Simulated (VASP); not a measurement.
**LiH: single point with HSE06**

The system is LiH.

```xyz
2
Lattice="0.0000 1.9407 1.9407 1.9407 0.0000 1.9407 1.9407 1.9407 0.0000" Properties=species:S:1:pos:R:3 pbc="T T T"
Li    0.0000    0.0000    0.0000
H     1.9407    1.9407    1.9407
```

This cell differs from its parent crystal: strain -3.1%.

- Program: VASP 6.6.1
- Task: single point
- Functional: HSE06
- Potentials or basis: VASP PAW PBE potentials, release 64 (Li_sv, H)
- Cutoff: 520 eV
- k mesh: 8 × 8 × 8
- Occupations: gaussian, width 0.01 eV
- Spin: no spin polarisation

```
Band gap on the k mesh : 3.90 eV, direct
```

Levels at points of the mesh, in eV from the valence-band top:
```csv
k point,band 1,band 2,band 3,band 4,band 5,band 6
"(0.00, 0.00, 0.00)",-47.21,-6.49,19.30,20.51,20.51,20.51
"(0.50, 0.00, 0.00)",-47.14,-3.19,6.23,16.16,18.95,18.95
"(0.50, 0.50, 0.00)",-47.12,0.00,3.90,12.69,12.69,15.93
```

Run time: 110 s on 1 thread of Intel(R) Xeon(R) Platinum 8375C CPU @ 2.90GHz (Ice Lake), on a shared host, peak memory 0.23 GiB.

Caveat: the cell differs from its parent crystal (strain -3.1%). A k mesh can miss the band edges.
